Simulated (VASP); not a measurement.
**Cr: single point with BLYP**

The system is Cr.

```
Cr
1.0
     2.61751    0.00000    0.00000
    -1.30875    2.26683    0.00000
     0.00000    0.00000    9.29674
Cr
4
Cartesian
  0.0000 0.0000 9.2967
  1.3088 2.2668 4.6484
  0.0000 1.5112 2.3242
  1.3088 0.7556 6.9726
```

This isn't the form of Cr at room conditions, which is bcc.

```json
{
  "Program": "VASP 6.6.1",
  "Task": "single point",
  "Functional": "BLYP",
  "Potentials or basis": "VASP PAW PBE potentials, release 64 (Cr_pv)",
  "Cutoff": "520 eV",
  "k mesh": "16 × 16 × 4",
  "Occupations": "fermi-dirac, width 0.1 eV",
  "Spin": "no spin polarisation"
}
```

| Quantity | Value |
| --- | --- |
| Pressure | -19.1 GPa |
| Band gap on the k mesh | zero (bands 24 and 25 overlap by 1.09 eV) |

Stress tensor (GPa, compression positive):
```
-19.84   0.00   0.00
  0.00 -19.84   0.00
  0.00   0.00 -17.54
```

Levels at points of the mesh, in eV from the Fermi level:
```tsv
k point	band 21	band 22	band 23	band 24	band 25	band 26	band 27	band 28
(0.00, 0.00, 0.00)	-0.35	-0.29	-0.29	-0.16	-0.16	-0.09	-0.09	0.00
(0.50, 0.00, 0.00)	-0.63	-0.30	-0.13	0.76	0.76	1.62	1.80	1.85
(0.00, 0.00, 0.50)	-0.30	-0.30	-0.30	-0.30	-0.16	-0.16	-0.16	-0.16
(0.50, 0.00, 0.50)	0.12	0.12	0.12	0.12	0.51	0.51	1.50	1.50
```

It took 5.1 min on 1 thread of Intel Xeon 8259CL, with other jobs on the host, peak memory 0.25 GiB.

Caveat: the cell stands under tension; the PAW data sets were made with another functional, which shifts forces and pressure a little; the run has no spin polarisation, though such a crystal can be magnetic. Spin polarisation is off, so any magnetic state and its effect on volume and gap are missing.
